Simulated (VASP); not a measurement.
Ti: single point with PBE

The system is Ti.

```
Ti
1.0
     4.57966    0.00000    0.00000
    -2.28983    3.96610    0.00000
     0.00000    0.00000    2.83145
Ti
3
Direct
  0.66667 0.33333 0.50000
  0.33333 0.66667 0.50000
  0.00000 0.00000 0.00000
```

```json
{
  "Program": "VASP 6.6.1",
  "Task": "single point",
  "Functional": "PBE",
  "Potentials or basis": "VASP PAW PBE potentials, release 64 (Ti_sv)",
  "Cutoff": "520 eV",
  "k mesh": "7 × 7 × 9",
  "Occupations": "fermi-dirac, width 0.05 eV",
  "Spin": "no spin polarisation",
  "Dipole correction": "no",
  "Further INCAR settings": "ALGO = Normal; EDIFF = 1e-07; NBANDS = 25"
}
```

| Item | Value |
| --- | --- |
| Pressure | -0.2 GPa |
| Band gap on the k mesh | zero (band 18 reaches 8.55 eV, above the bottom of band 19 at 8.29 eV) |

Levels at points of the mesh, in eV from the Fermi level:
```tsv
k point	band 15	band 16	band 17	band 18	band 19	band 20	band 21	band 22
(0.00, 0.00, 0.00)	-0.70	-0.70	-0.61	-0.61	-0.03	0.68	1.29	1.29
```

Wall time 36 s on 1 thread of AMD EPYC 9R45 96-Core Processor (Zen 5) (shared host), peak memory 0.16 GiB.
